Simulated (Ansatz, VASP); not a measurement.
Two plane-wave programs on CdS

```xyz
4
Lattice="4.2046 0.0000 0.0000 -2.1023 3.6413 0.0000 0.0000 0.0000 6.8257" Properties=species:S:1:pos:R:3 pbc="T T T"
Cd    0.0000    2.4275    0.0000
Cd    2.1023    1.2138    3.4128
S     0.0000    2.4275    2.5596
S     2.1023    1.2138    5.9724
```

Alike in both runs: task single point; functional PBE; k mesh 6 × 6 × 4; no spin polarisation.

```csv
,VASP,Ansatz
version,VASP 6.6.1,Ansatz 0.2.0
potentials or method,"VASP PAW PBE potentials, release 64 (Cd, S), cutoff 520 eV","plane waves, PAW"
occupations,"gaussian, width 0.01 eV",fixed
valence electrons in the cell,36,52
```

Ansatz gave:

| Item | Value |
| --- | --- |
| pressure (GPa) | -0.2 |
| traceless stress, the component that is largest in VASP (GPa) | 0.34 |

Question: Estimate VASP's values.

Answer: Pressure (GPa): 0.1; traceless stress, the component that is largest in VASP (GPa): 0.35.

VASP's potentials hold 36 valence electrons a cell and Ansatz's 52, so a difference there can come from the potentials and not from the codes.
